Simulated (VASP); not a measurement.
Crystal: BeTe.

```xyz
2
Lattice="0.0000 2.6832 2.6832 2.6832 0.0000 2.6832 2.6832 2.6832 0.0000" Properties=species:S:1:pos:R:3 pbc="T T T"
Be    0.0000    0.0000    0.0000
Te    2.6832    2.6832    2.6832
```

Base run:

* Program: VASP 6.6.1
* Functional: PBEsol
* Potentials or basis: VASP PAW PBE potentials, release 64 (Be, Te)
* Cutoff: 600 eV
* k mesh: 6 × 6 × 6
* Occupations: fermi-dirac, width 0.02 eV
* Spin: no spin polarisation

Its results: band gap on the k mesh zero (bands 4 and 5 overlap by 1.18 eV); pressure -2.4 GPa.

Question: After a change of settings the same cell gave: band gap on the k mesh zero (bands 4 and 5 overlap by 0.64 eV); pressure 12.9 GPa. Which change was it?
A. k mesh from 6 × 6 × 6 to 2 × 2 × 2
B. further incar settings from ALGO = Normal; EDIFF = 1e-06; NBANDS = 11 to ALGO = Normal; EDIFF = 1e-06; NBANDS = 11; ISYM = 0
C. occupations from fermi-dirac, width 0.02 eV to methfessel-paxton, width 0.5 eV

Answer: A.

Caveats: some runs use coarse meshes; the PAW data sets were made with another functional, which shifts forces and pressure a little; spin-orbit coupling is left out, which moves the levels of the heavy elements; semilocal functionals underestimate gaps, so a narrow gap can read as zero (at least some runs).
